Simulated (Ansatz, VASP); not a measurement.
BeSe4 in VASP and in Ansatz

```
Be Se
1.0
     3.98809   -5.01295    0.00000
     3.98809    5.01295    0.00000
     0.00000    0.00000    3.53507
Be Se
1 4
Direct
  0.00000 0.00000 0.00000
  0.61193 0.38807 0.00000
  0.16313 0.16313 0.50000
  0.83687 0.83687 0.50000
  0.38807 0.61193 0.00000
```

Change from the starting cell: species swapped into the OsCl4 type (Cmmm, No. 65).

Alike in both runs: task relaxation of cell and atoms; functional PBE; k mesh 6 × 6 × 10; occupations gaussian, width 0.1 eV; no spin polarisation.

|  | VASP | Ansatz |
| --- | --- | --- |
| version | VASP 6.6.1 | Ansatz 0.2.0 |
| potentials or method | VASP PAW PBE potentials, release 64 (Be, Se), cutoff 600 eV | scalar-relativistic, plane waves, PAW |
| valence electrons in the cell | 26 | 66 |

|  | VASP | Ansatz | Ansatz less VASP |
| --- | --- | --- | --- |
| gap on the k mesh at the Fermi level, each at its own relaxed structure (eV) | none | none | - |
| relaxed volume (Å³/atom) | 28.31 | 28.27 | -0.038 |
| relaxed cell length with the largest relative difference (Å) | 3.537 | 3.535 | -0.0017 |

A gap of «none» marks a metal or a gap that the smearing closes. VASP's potentials hold 26 valence electrons a cell and Ansatz's 66, so a difference there can come from the potentials and not from the codes.
